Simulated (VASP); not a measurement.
# Au (P6_3/mmc) in VASP: a series of runs

The runs below take Au through single point, with PBE.

All numbers are computed with VASP 6.6.1; they aren't measurements. Logs are shortened: lines on timing, memory, paths and dates and some standing lists are left out, and cuts for length are marked.

### Step 1. The cell of the first run

Symmetry: P6_3/mmc, No. 194, hexagonal system. Conventional cell: a = 2.876 Å, b = 2.876 Å, c = 4.819 Å, α = 90.00°, β = 90.00°, γ = 120.00°. Au (site symmetry -6m2) has 12 Au at 2.88 to 2.93 Å within 3.8 Å.

### Step 2. Single point, PBE (volume scaled by 0.96)

Input file INCAR:

```
PREC     = Accurate       # precision mode
ENCUT    = 520            # plane-wave cutoff, eV
EDIFF    = 1E-7           # SCF threshold, eV
ISMEAR   = -1             # smearing method
SIGMA    = 0.1            # smearing width, eV
LREAL    = False          # projectors in reciprocal space
LASPH    = True           # aspherical terms in the spheres
NELM     = 80             # most SCF steps
ALGO     = Normal         # electronic algorithm
ISIF     = 2              # what is computed and relaxed
LWAVE    = False          # write WAVECAR
LCHARG   = True           # write CHGCAR
GGA      = PE             # functional
LELF     = True           # ELF
LVHAR    = True         
NBANDS   = 18             # bands
```

Input file KPOINTS:

```
Automatic mesh
0
Gamma
  14 14 7
```

Input file POSCAR:

```
Au
1.0
    2.8762231258      0.0000000000      0.0000000000
   -1.4381115629      2.4908822939      0.0000000000
    0.0000000000      0.0000000000      4.8191412269
Au
2
Direct
    0.3333333333      0.6666666667      0.2500000000
    0.6666666667      0.3333333333      0.7500000000
```

Potentials or basis: VASP PAW PBE potentials, release 64 (Au).

Started as:

```console
cat potpaw_PBE.64/Au/POTCAR > POTCAR
mpirun -np 1 vasp_std > vasp.out
```

OUTCAR:

```text
PREC = Accurate
   ENCUT = 520
   EDIFF = 1E-7
   ISMEAR = -1
   LREAL = False
   LASPH = True
   NELM = 80
   ISIF = 2
   GGA = PE

 ion  position               nearest neighbor table
   1  0.333  0.667  0.250-   2 2.93   2 2.93   2 2.93   2 2.93   2 2.93   2 2.93
   2  0.667  0.333  0.750-   1 2.93   1 2.93   1 2.93   1 2.93   1 2.93   1 2.93

  LATTYP: Found a hexagonal cell.
 ALAT       =     2.8762231258
 C/A-ratio  =     1.6755102147

  Lattice vectors:

 A1 = (   2.8762231258,   0.0000000000,   0.0000000000)
 A2 = (  -1.4381115629,   2.4908822939,   0.0000000000)
 A3 = (   0.0000000000,   0.0000000000,   4.8191412269)

Analysis of symmetry for initial positions (statically):
=====================================================================
 Subroutine PRICEL returns:
 Original cell was already a primitive cell.

 Routine SETGRP: Setting up the symmetry group for a
 hexagonal supercell.

 Subroutine GETGRP returns: Found 24 space group operations
 (whereof 12 operations were pure point group operations)
 out of a pool of 24 trial point group operations.

The static configuration has the point symmetry D_3d.
 The point group associated with its full space group is D_6h.

Analysis of symmetry for dynamics (positions and initial velocities):
=====================================================================
 Subroutine PRICEL returns:
 Original cell was already a primitive cell.

 Routine SETGRP: Setting up the symmetry group for a
 hexagonal supercell.

 Subroutine GETGRP returns: Found 24 space group operations
 (whereof 12 operations were pure point group operations)
 out of a pool of 24 trial point group operations.

The dynamic configuration has the point symmetry D_3d.
 The point group associated with its full space group is D_6h.

 Subroutine INISYM returns: Found 24 space group operations
 (whereof 12 operations are pure point group operations),
 and found     1 'primitive' translations

----------------------------------------------------------------------------------------

                                     Primitive cell

  volume of cell :      34.5259

  direct lattice vectors                    reciprocal lattice vectors
     2.876223126  0.000000000  0.000000000     0.347678172  0.200732086  0.000000000
    -1.438111563  2.490882294  0.000000000     0.000000000  0.401464173  0.000000000
     0.000000000  0.000000000  4.819141227     0.000000000  0.000000000  0.207505851

  length of vectors
     2.876223126  2.876223126  4.819141227     0.401464173  0.401464173  0.207505851

  position of ions in fractional coordinates (direct lattice)
     0.333333333  0.666666667  0.250000000
     0.666666667  0.333333333  0.750000000

  ion indices of the primitive-cell ions
   primitive index   ion index
                 1           1
                 2           2

----------------------------------------------------------------------------------------

 KPOINTS: Automatic mesh

Automatic generation of k-mesh.
 Grid dimensions read from file:
 generate k-points for:   14   14    7

 Generating k-lattice:

  Cartesian coordinates                     Fractional coordinates (reciprocal lattice)
     0.024834155  0.014338006  0.000000000     0.071428571  0.000000000  0.000000000
     0.000000000  0.028676012  0.000000000     0.000000000  0.071428571  0.000000000
     0.000000000  0.000000000  0.029643693     0.000000000  0.000000000  0.142857143

  Length of vectors
     0.028676012  0.028676012  0.029643693

  Shift w.r.t. Gamma in fractional coordinates (k-lattice)
     0.000000000  0.000000000  0.000000000

 Subroutine IBZKPT returns following result:
 ===========================================

 Found     96 irreducible k-points:

 Following reciprocal coordinates:
            Coordinates               Weight
  0.000000  0.000000  0.000000      1.000000
  0.071429  0.000000  0.000000      6.000000
  0.142857  0.000000  0.000000      6.000000
  0.214286 -0.000000  0.000000      6.000000
  0.285714  0.000000  0.000000      6.000000
  0.357143  0.000000  0.000000      6.000000
[... 16 lines left out ...]
  0.285714  0.285714  0.000000      6.000000
  0.357143  0.285714  0.000000      6.000000
 [... further k-points ...]
   k-points           NKPTS =     96   k-points in BZ     NKDIM =     96   number of bands    NBANDS=     18
   number of dos      NEDOS =    301   number of ions     NIONS =      2
   total plane-waves  NPLWV =  20736
   dimension x,y,z NGX =    24 NGY =   24 NGZ =   36
   dimension x,y,z NGXF=    48 NGYF=   48 NGZF=   72
   ions per type =               2
   NGX,Y,Z   is equivalent  to a cutoff of  13.87, 13.87, 12.42 a.u.
   NGXF,Y,Z  is equivalent  to a cutoff of  27.74, 27.74, 24.84 a.u.
 SYSTEM =  unknown system
   PREC   = accura    normal or accurate (medium, high low for compatibility)
   ISTART =      0    job   : 0-new  1-cont  2-samecut
   ICHARG =      2    charge: 1-file 2-atom 10-const
   ISPIN  =      1    spin polarized calculation?
   LNONCOLLINEAR =      F non collinear calculations
   LSORBIT =      F    spin-orbit coupling
   LASPH  =      T    aspherical Exc in radial PAW
   ENCUT  =  520.0 eV  38.22 Ry    6.18 a.u.   5.35  5.35  8.96*2*pi/ulx,y,z
   NELM   =     80;   NELMIN=  2; NELMDL= -5     # of ELM steps
   EDIFF  = 0.1E-06   stopping-criterion for ELM
   LREAL  =      F    real-space projection
   EDIFFG = 0.1E-05   stopping-criterion for IOM
   NSW    =      0    number of steps for IOM
   IBRION =     -1    ionic relax: 0-MD 1-quasi-New 2-CG
   NFREE  =      0    steps in history (QN), initial steepest desc. (CG)
   ISIF   =      2    stress and relaxation
   ISYM   =      2    0-nonsym 1-usesym 2-fastsym
   POTIM  = 0.5000    time-step for ionic-motion
   TEBEG  =    0.0;   TEEND  =   0.0 temperature during run
   PSTRESS=    0.0 pullay stress
   NELECT =      22.0000    total number of electrons
   NUPDOWN=      -1.0000    fix difference up-down
   EMIN   =  10.00;   EMAX   =-10.00  energy-range for DOS
   EFERMI =   0.00;   METHOD = LEGACY
   ISMEAR =    -1;   SIGMA  =   0.10  broadening in eV -4-tet -1-fermi 0-gaus
   EFERMI_NEDOS =   21; number of points for ismear=-14 and -15
   IALGO  =     38    algorithm
   IMIX   =      4    mixing-type and parameters
     AMIX     =   0.40;   BMIX     =  1.00
     AMIX_MAG =   1.60;   BMIX_MAG =  1.00
  volume/ion in A,a.u.               =      17.26       116.50
  Fermi-wavevector in a.u.,A,eV,Ry     =   1.408750  2.662151 27.001801  1.984576
  Thomas-Fermi vector in A             =   2.530876
   LORBIT       =      0    0 simple, 1 ext, 2 COOP (PROOUT), +10 PAW based schemes
   GGA     = PE    functional components
   LHFCALC =     F    Hartree Fock is set to
   AEXX    =    0.0000 exact exchange contribution
   IVDW    =     0    specifies the selected vdW correction
   LEPSILON=     F    determine dielectric tensor
   LRPA    =     F    only Hartree local field effects (RPA)
 non-spin polarized calculation
  energy-cutoff  :      520.00
  volume of cell :       34.53
 maximum number of plane-waves:       954
 NGX is ok and might be reduce to    24
   NGX = 11   NGY = 11   NGZ = 17

 number of electron      22.0000005 magnetization

 Free energy of the ion-electron system (eV)
  ---------------------------------------------------
  ext. energy  EPLUGINS =         0.00000000
  ---------------------------------------------------
  free energy    TOTEN  =        -6.40068190 eV

  energy without entropy =       -6.37180653  energy(sigma->0) =       -6.38624422

 E-fermi :   9.2560     XC(G=0): -12.6392

 val. band max:        9.2536962981   @ k =   0.3571   0.0714   0.4286
 cond. band min:       9.2700273920   @ k =   0.2857   0.1429   0.4286
 fundamental gap:      0.0163310939
 Fermi energy:         9.2559794611

 k-point     1 :       0.0000    0.0000    0.0000
  band No.  band energies     occupation
      1      -0.4608      2.00000
      2       1.9822      2.00000
      3       4.4740      2.00000
      4       4.7363      2.00000
      5       4.7363      2.00000
      6       5.0441      2.00000
[... 10 lines left out ...]
     17      27.6145      0.00000
     18      27.6145      0.00000

 k-point     2 :       0.0714    0.0000    0.0000
  band No.  band energies     occupation
      1      -0.3008      2.00000
      2       2.1141      2.00000
      3       4.4117      2.00000
      4       4.7869      2.00000
      5       4.8426      2.00000
      6       4.9889      2.00000
[... 10 lines left out ...]
     17      26.7655      0.00000
     18      27.0473      0.00000

 k-point     3 :       0.1429    0.0000    0.0000
  band No.  band energies     occupation
      1       0.1618      2.00000
      2       2.4644      2.00000
      3       4.2476      2.00000
      4       4.7840      2.00000
      5       5.0424      2.00000
      6       5.1310      2.00000
[... 10 lines left out ...]
     17      25.7440      0.00000
     18      27.0622      0.00000

 k-point     4 :       0.2143   -0.0000    0.0000
  band No.  band energies     occupation
      1       0.8616      2.00000
      2       2.8373      2.00000
      3       4.1660      2.00000
      4       4.4474      2.00000
      5       4.6193      2.00000
      6       5.2743      2.00000
[... 375 lines left out ...]
      4       4.5278      2.00000
      5       4.5826      2.00000
      6       4.8253      2.00000
[... 10 lines left out ...]
     17      21.2494      0.00000
     18      22.4459      0.00000

 k-point    23 :       0.2857    0.2857    0.0000
  band No.  band energies     occupation
      1       3.1829      2.00000
      2       3.4489      2.00000
      3       3.7104      2.00000
      4       4.1768      2.00000
      5       4.4774      2.00000
      6       4.8165      2.00000
[... 10 lines left out ...]
     17      20.9289      0.00000
     18      21.4631      0.00000

 k-point    24 :       0.3571    0.2857    0.0000
  band No.  band energies     occupation
      1       3.1579      2.00000
      2       3.6056      2.00000
      3       3.6537      2.00000
      4       4.2985      2.00000
      5       4.5411      2.00000
      6       4.6743      2.00000
[... 10 lines left out ...]
     17      20.3096      0.00000
     18      20.5258      0.00000

 [... further k-points ...]

------------------------ aborting loop because EDIFF is reached ----------------------------------------

  FORCE on cell =-STRESS in cart. coord.  units (eV):
  Direction    XX          YY          ZZ          XY          YZ          ZX
  --------------------------------------------------------------------------------------
  -------------------------------------------------------------------------------------
  Total        1.4084832      1.4084832      1.3108217      0.0000000      0.0000000      0.0000000
  in kB       65.3607206     65.3607206     60.8287333      0.0000000      0.0000000      0.0000000
  external PRESSURE =      63.8500582 kB  Pullay stress =       0.0000000 kB

 VOLUME and BASIS-vectors are now :
 -----------------------------------------------------------------------------
  energy-cutoff  :      520.00
  volume of cell :       34.53
      direct lattice vectors                 reciprocal lattice vectors
     2.876223126  0.000000000  0.000000000     0.347678172  0.200732086  0.000000000
    -1.438111563  2.490882294  0.000000000     0.000000000  0.401464173  0.000000000
     0.000000000  0.000000000  4.819141227     0.000000000  0.000000000  0.207505851

 POSITION                                       TOTAL-FORCE (eV/Angst)
 -----------------------------------------------------------------------------------
     -0.00000      1.66059      1.20479        -0.000000      0.000000      0.000000
      1.43811      0.83029      3.61436         0.000000     -0.000000      0.000000
 -----------------------------------------------------------------------------------
    total drift:                               -0.000000      0.000000     -0.000000

  FREE ENERGIE OF THE ION-ELECTRON SYSTEM (eV)
  ---------------------------------------------------
  free  energy   TOTEN  =        -6.4006819040 eV

  energy  without entropy=       -6.3718065315  energy(sigma->0) =       -6.38624422
```

Wall time 19 s (1 thread of Intel Xeon 6975P-C (Granite Rapids), shared host); peak memory 0.18 GiB.

What came out:

```
Free energy            : -6.4007 eV
Pressure               : 6.4 GPa
Band gap on the k mesh : zero (band 11 reaches 12.63 eV, above the bottom of band 12 at 6.75 eV)
```

Stress tensor (GPa, compression positive):
```
6.54 0.00 0.00
0.00 6.54 0.00
0.00 0.00 6.08
```

Levels at points of the mesh, in eV from the Fermi level:
| k point | band 8 | band 9 | band 10 | band 11 | band 12 | band 13 | band 14 | band 15 |
| --- | --- | --- | --- | --- | --- | --- | --- | --- |
| (0.00, 0.00, 0.00) | -3.54 | -3.54 | -2.19 | -2.19 | -1.07 | 2.65 | 14.58 | 15.74 |
| (0.50, 0.00, 0.00) | -1.96 | -1.89 | -1.71 | 0.36 | 1.54 | 5.74 | 7.26 | 7.29 |

Caveat: the cell differs from its parent crystal (volume scaled by 0.96); spin-orbit coupling is left out, which moves the levels of the heavy elements.

### Step 3. Single point, PBE

This run uses another cell than the first one, of 17.98 Å³/atom, 1.042 times its volume.

Input file INCAR:

```
SYSTEM = Au
PREC     = Accurate       ! precision mode
ENCUT    = 520            ! plane-wave cutoff, eV
EDIFF    = 1E-6           ! SCF threshold, eV
ISMEAR   = -1             ! smearing method
SIGMA    = 0.1            ! smearing width, eV
LREAL    = .False.        ! projectors in reciprocal space
LASPH    = .True.         ! aspherical terms in the spheres
NELM     = 80             ! most SCF steps
ALGO     = Normal         ! electronic algorithm
ISIF     = 2              ! what is computed and relaxed
LWAVE    = .False.        ! write WAVECAR
LCHARG   = .True.         ! write CHGCAR
GGA      = PE             ! functional
LELF     = .True.         ! ELF
LVHAR    = .True.       
NBANDS   = 18             ! bands
```

Input file KPOINTS:

```
regular mesh
0
Gamma
  14 14 7
  0 0 0
```

Input file POSCAR:

```
Au
1.0
    2.9156283392      0.0000000000      0.0000000000
   -1.4578141696      2.5250082098      0.0000000000
    0.0000000000      0.0000000000      4.8851650646
Au
2
Direct
    0.3333333333      0.6666666667      0.2500000000
    0.6666666667      0.3333333333      0.7500000000
```

Potentials or basis: VASP PAW PBE potentials, release 64 (Au).

Started as:

```console
cat potpaw_PBE.64/Au/POTCAR > POTCAR
mpirun -np 1 vasp_std > vasp.out
```

OUTCAR:

```text
SYSTEM = Au
   PREC = Accurate
   ENCUT = 520
   EDIFF = 1E-6
   ISMEAR = -1
   LREAL = .False.
   LASPH = .True.
   NELM = 80
   ISIF = 2
   GGA = PE

 ion  position               nearest neighbor table
   1  0.333  0.667  0.250-   2 2.97   2 2.97   2 2.97   2 2.97   2 2.97   2 2.97
   2  0.667  0.333  0.750-   1 2.97   1 2.97   1 2.97   1 2.97   1 2.97   1 2.97

  LATTYP: Found a hexagonal cell.
 ALAT       =     2.9156283392
 C/A-ratio  =     1.6755102147

  Lattice vectors:

 A1 = (   2.9156283392,   0.0000000000,   0.0000000000)
 A2 = (  -1.4578141696,   2.5250082098,   0.0000000000)
 A3 = (   0.0000000000,   0.0000000000,   4.8851650646)

Analysis of symmetry for initial positions (statically):
=====================================================================
 Subroutine PRICEL returns:
 Original cell was already a primitive cell.

 Routine SETGRP: Setting up the symmetry group for a
 hexagonal supercell.

 Subroutine GETGRP returns: Found 24 space group operations
 (whereof 12 operations were pure point group operations)
 out of a pool of 24 trial point group operations.

The static configuration has the point symmetry D_3d.
[... 162 lines left out ...]

 E-fermi :   8.5985     XC(G=0): -12.3958

 val. band max:        8.5925429640   @ k =   0.4286   0.0714   0.1429
 cond. band min:       8.6111972998   @ k =   0.2857   0.1429   0.4286
 fundamental gap:      0.0186543359
 Fermi energy:         8.5984914926

 k-point     1 :       0.0000    0.0000    0.0000
  band No.  band energies     occupation
      1      -0.6979      2.00000
      2       1.6876      2.00000
      3       4.0401      2.00000
      4       4.2872      2.00000
      5       4.2872      2.00000
      6       4.5722      2.00000
[... 481 lines left out ...]
      5       4.1123      2.00000
      6       4.2380      2.00000
[... 10 lines left out ...]
     17      19.3416      0.00000
     18      19.5794      0.00000

 [... further k-points ...]

------------------------ aborting loop because EDIFF is reached ----------------------------------------

  FORCE on cell =-STRESS in cart. coord.  units (eV):
  Direction    XX          YY          ZZ          XY          YZ          ZX
  --------------------------------------------------------------------------------------
  -------------------------------------------------------------------------------------
  Total        0.0309469      0.0309469     -0.0178221      0.0000000     -0.0000000      0.0000000
  in kB        1.3786503      1.3786503     -0.7939548      0.0000000     -0.0000000      0.0000000
  external PRESSURE =       0.6544486 kB  Pullay stress =       0.0000000 kB

 VOLUME and BASIS-vectors are now :
 -----------------------------------------------------------------------------
  energy-cutoff  :      520.00
  volume of cell :       35.96
      direct lattice vectors                 reciprocal lattice vectors
     2.915628339  0.000000000  0.000000000     0.342979243  0.198019158  0.000000000
    -1.457814170  2.525008210  0.000000000     0.000000000  0.396038316  0.000000000
     0.000000000  0.000000000  4.885165065     0.000000000  0.000000000  0.204701374

 POSITION                                       TOTAL-FORCE (eV/Angst)
 -----------------------------------------------------------------------------------
     -0.00000      1.68334      1.22129         0.000000     -0.000000      0.000000
      1.45781      0.84167      3.66387        -0.000000      0.000000      0.000000
 -----------------------------------------------------------------------------------
    total drift:                               -0.000000      0.000000     -0.000000

  FREE ENERGIE OF THE ION-ELECTRON SYSTEM (eV)
  ---------------------------------------------------
  free  energy   TOTEN  =        -6.4294746701 eV

  energy  without entropy=       -6.4011952015  energy(sigma->0) =       -6.41533494
```

OSZICAR:

```text
N       E                     dE             d eps       ncg     rms          rms(c)
DAV:   1     0.123052264812E+03    0.12305E+03   -0.11648E+04  3464   0.118E+03
DAV:   2    -0.483643213081E+01   -0.12789E+03   -0.12215E+03  3674   0.258E+02
DAV:   3    -0.694757278105E+01   -0.21111E+01   -0.20992E+01  4038   0.333E+01
DAV:   4    -0.695696019265E+01   -0.93874E-02   -0.93860E-02  3912   0.235E+00
DAV:   5    -0.695704496135E+01   -0.84769E-04   -0.84768E-04  3836   0.240E-01    0.112E+01
DAV:   6    -0.646229747649E+01    0.49475E+00   -0.96652E-01  3580   0.897E+00    0.739E+00
DAV:   7    -0.643298505595E+01    0.29312E-01   -0.83299E-02  3766   0.261E+00    0.335E+00
DAV:   8    -0.642947878906E+01    0.35063E-02   -0.58936E-03  3608   0.603E-01    0.314E-01
DAV:   9    -0.642945978438E+01    0.19005E-04   -0.26533E-05  3930   0.426E-02    0.220E-02
DAV:  10    -0.642947512691E+01   -0.15343E-04   -0.72597E-06  3848   0.260E-02    0.791E-03
DAV:  11    -0.642947467011E+01    0.45680E-06   -0.11444E-07  2022   0.256E-03
   1 F= -.64294747E+01 E0= -.64153349E+01  d E =-.282795E-01
```

stdout:

```text
POSCAR found type information on POSCAR Au
 POSCAR found :  1 types and       2 ions
 scaLAPACK will be used
 LDA part: xc-table for (Slater+PW92), standard interpolation
 POSCAR, INCAR and KPOINTS ok, starting setup
 FFT: planning ... GRIDC
 FFT: planning ... GRID_SOFT
 FFT: planning ... GRID
 WAVECAR not read
 entering main loop
```

It took 16 s on 1 thread of Intel Xeon 6975P-C (Granite Rapids), shared host; peak memory 0.18 GiB.

What came out:

* Free energy: -6.4295 eV
* Pressure: 0.1 GPa
* Band gap on the k mesh: zero (band 11 reaches 11.83 eV, above the bottom of band 12 at 6.16 eV)

Caveat: spin-orbit coupling is left out, which moves the levels of the heavy elements.
